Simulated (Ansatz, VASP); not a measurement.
**One calculation of SiC3, two programs**

Contents of INCAR:

```
ALGO = Normal
EDIFF = 1E-7
ENCUT = 520
GGA = PS
ISIF = 2
ISMEAR = 0
LASPH = T
LCHARG = F
LREAL = F
LWAVE = F
NBANDS = 16
NELM = 80
PREC = Accurate
SIGMA = 0.01
```

KPOINTS

```
k-points
0
Gamma
  4 4 4
```

File POSCAR:

```
SiC3
1.0
    2.7964006874      0.0000000000      0.0000000000
    0.0000000000      2.7964006874      0.0000000000
    0.0000000000      0.0000000000      4.0900436006
C Si
3 1
Direct
    0.5000000000      0.0000000000      0.7862689761
    0.5000000000      0.5000000000      0.0000000000
    0.0000000000      0.5000000000      0.2137310239
    0.0000000000      0.0000000000      0.5000000000
```

Input for Ansatz:

```yaml
crystal:
  lattice:
    - [2.7964006874, 0.0, 0.0]
    - [0.0, 2.7964006874, 0.0]
    - [0.0, 0.0, 4.0900436006]
  atoms:
    - { symbol: C, position: [0.5, 0.0, 0.7862689761] }
    - { symbol: C, position: [0.5, 0.5, 0.0] }
    - { symbol: C, position: [0.0, 0.5, 0.2137310239] }
    - { symbol: Si, position: [0.0, 0.0, 0.5] }
kpoints:
  mp_grid: { grid: [4, 4, 4] }
hamiltonian:
  xc: pbesol
scf:
  occupations: { method: fixed }
output:
  optics:
    e_range: [0, 20]
    de: 0.1
    sigma: 0.03
    scissors: 2.5
    scheme: fermi_dirac
    bands: auto
```

Alike in both runs: task single point; functional PBEsol; k mesh 4 × 4 × 4; no spin polarisation.

|  | VASP | Ansatz |
| --- | --- | --- |
| version | VASP 6.6.1 | Ansatz 0.2.0 |
| potentials or method | VASP PAW PBE potentials, release 64 (C, Si) | plane waves, PAW |
| plane-wave cutoff (eV) | 520 | 420 |
| occupations | gaussian, width 0.01 eV | fixed |
| valence electrons in the cell | 16 | 16 |

```tsv
	VASP	Ansatz	Ansatz less VASP
gap on the k mesh at the Fermi level (eV)	1.48	1.49	+0.011
```

VASP's potentials were made for PBE, not for PBEsol.

The k mesh is coarse, so the values compare programs but aren't converged.
